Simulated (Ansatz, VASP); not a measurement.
**One calculation of Co, two programs**

```
Co
1.0
     2.49363    0.00000    0.00000
    -1.24682    2.15955    0.00000
     0.00000    0.00000    4.03276
Co
2
Direct
  0.33333 0.66667 0.25000
  0.66667 0.33333 0.75000
```

Alike in both runs: functional PBE; k mesh 21 × 21 × 10; occupations gaussian, width 0.1 eV; collinear spin.

Ansatz relaxed the structure, and its values are those at the end. VASP's run is a single point on that final structure, the one shown.

|  | VASP | Ansatz |
| --- | --- | --- |
| version | VASP 6.6.1 | Ansatz 0.2.0 |
| potentials or method | VASP PAW PBE potentials, release 64 (Co), cutoff 520 eV | scalar-relativistic, plane waves, PAW |
| valence electrons in the cell | 18 | 34 |

|  | VASP | Ansatz | Ansatz less VASP |
| --- | --- | --- | --- |
| gap on the k mesh at the Fermi level (eV) | none | none | - |
| pressure (GPa) | -0.8 | 0.0 | +0.81 |
| net moment per atom (μB) | 1.60 | 1.61 | +0.011 |
| size of the moment on the site where the two differ most (μB) | 1.62 | 1.69 | +0.066 |

Site moments also hang on the region over which each program counts them. A gap of «none» marks a metal or a gap that the smearing closes. The functional is the same, so the differences come from potentials, cutoffs and numerics. VASP's potentials hold 18 valence electrons a cell and Ansatz's 34, so a difference there can come from the potentials and not from the codes.
